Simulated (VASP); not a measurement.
Ag:

```xyz
1
Lattice="-1.6219 1.6219 1.6219 1.6219 -1.6219 1.6219 1.6219 1.6219 -1.6219" Properties=species:S:1:pos:R:3 pbc="T T T"
Ag    0.0000    0.0000    0.0000
```

This cell differs from its parent crystal: volume scaled by 0.94.

Base run:

```yaml
Program: VASP 6.6.1
Functional: PBE
Potentials_or_basis: VASP PAW PBE potentials, release 64 (Ag)
Cutoff: 520 eV
k_mesh: 11 × 11 × 11
Occupations: fermi-dirac, width 0.05 eV
Spin: no spin polarisation
```

Its results: pressure 5.3 GPa.

Question: The run is repeated on the same cell with these changes: functional from PBE to HSE06; k mesh from 11 × 11 × 11 to 6 × 6 × 6. What comes out?

Answer: Pressure 4.8 GPa.

Several settings changed at once, so the effect can't be laid on one alone.

Caveats: some runs use coarse meshes; the PAW data sets were made with another functional, which shifts forces and pressure a little (some runs).
